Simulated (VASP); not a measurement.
Wanted: the native input for a VASP 6.6.1 run.

| Quantity | Value |
| --- | --- |
| Task | single point |
| Functional | PBE |
| Potentials or basis | VASP PAW PBE potentials, release 64 (Al, N, C) |
| Cutoff | 520 eV |
| k mesh | 1 × 1 × 1, shifted |
| Occupations | gaussian, width 0.01 eV |
| Spin | no spin polarisation |
| Dipole correction | no |
| Further INCAR settings | LREAL = Auto; ALGO = Normal; EDIFF = 1e-07; NBANDS = 88 |

The structure of Al16CN16 (a cell with a defect) (C_i (largest void)) lies in POSCAR:

```
Al16CN16
1.0
    6.2595139128      0.0000000578      0.0000000000
   -3.1297570064      5.4208980350      0.0000000000
    0.0000000000      0.0000000000     10.0348065929
Al N C
16 16 1
Direct
    0.3333333333      0.1666666667      0.2496176900
    0.1666666667      0.3333333333      0.4996176900
    0.3333333333      0.1666666667      0.7496176900
    0.1666666667      0.3333333333      0.9996176900
    0.3333333333      0.6666666667      0.2496176900
    0.1666666667      0.8333333333      0.4996176900
    0.3333333333      0.6666666667      0.7496176900
    0.1666666667      0.8333333333      0.9996176900
    0.8333333333      0.1666666667      0.2496176900
    0.6666666667      0.3333333333      0.4996176900
    0.8333333333      0.1666666667      0.7496176900
    0.6666666667      0.3333333333      0.9996176900
    0.8333333333      0.6666666667      0.2496176900
    0.6666666667      0.8333333333      0.4996176900
    0.8333333333      0.6666666667      0.7496176900
    0.6666666667      0.8333333333      0.9996176900
    0.3333333333      0.1666666667      0.4403823100
    0.1666666667      0.3333333333      0.1903823100
    0.3333333333      0.1666666667      0.9403823100
    0.1666666667      0.3333333333      0.6903823100
    0.3333333333      0.6666666667      0.4403823100
    0.1666666667      0.8333333333      0.1903823100
    0.3333333333      0.6666666667      0.9403823100
    0.1666666667      0.8333333333      0.6903823100
    0.8333333333      0.1666666667      0.4403823100
    0.6666666667      0.3333333333      0.1903823100
    0.8333333333      0.1666666667      0.9403823100
    0.6666666667      0.3333333333      0.6903823100
    0.8333333333      0.6666666667      0.4403823100
    0.6666666667      0.8333333333      0.1903823100
    0.8333333333      0.6666666667      0.9403823100
    0.6666666667      0.8333333333      0.6903823100
    0.0000000000      0.0000000000      0.3450000000
```

One way to write it, as run:

INCAR

```
  PREC = Accurate
  ENCUT = 520
  EDIFF = 1E-7
  ISMEAR = 0
  SIGMA = 0.01
  LREAL = Auto
  LASPH = True
  NELM = 80
  ALGO = Normal
  ISIF = 2
  LWAVE = False
  LCHARG = False
  GGA = PE
  NBANDS = 88
```

KPOINTS

```
Automatic mesh
0
Gamma
  1 1 1
  0.25 0.25 0.25
```

Potentials or basis: VASP PAW PBE potentials, release 64 (Al, N, C).

Command:

```sh
$ cat potpaw_PBE.64/Al/POTCAR potpaw_PBE.64/N/POTCAR potpaw_PBE.64/C/POTCAR > POTCAR
$ mpirun -np 1 vasp_std > vasp.out
```

It gave:

- Pressure: 5.4 GPa
- Largest force: 1.970 eV/Å
- Band gap on the k mesh: 0.23 eV

Caveat: the k points lie up to 1.16 Å⁻¹ apart.

Wall time 2.2 min on 1 thread of AMD EPYC 7R43 64-Core Processor (Zen 3), on a shared host, peak memory 0.38 GiB.
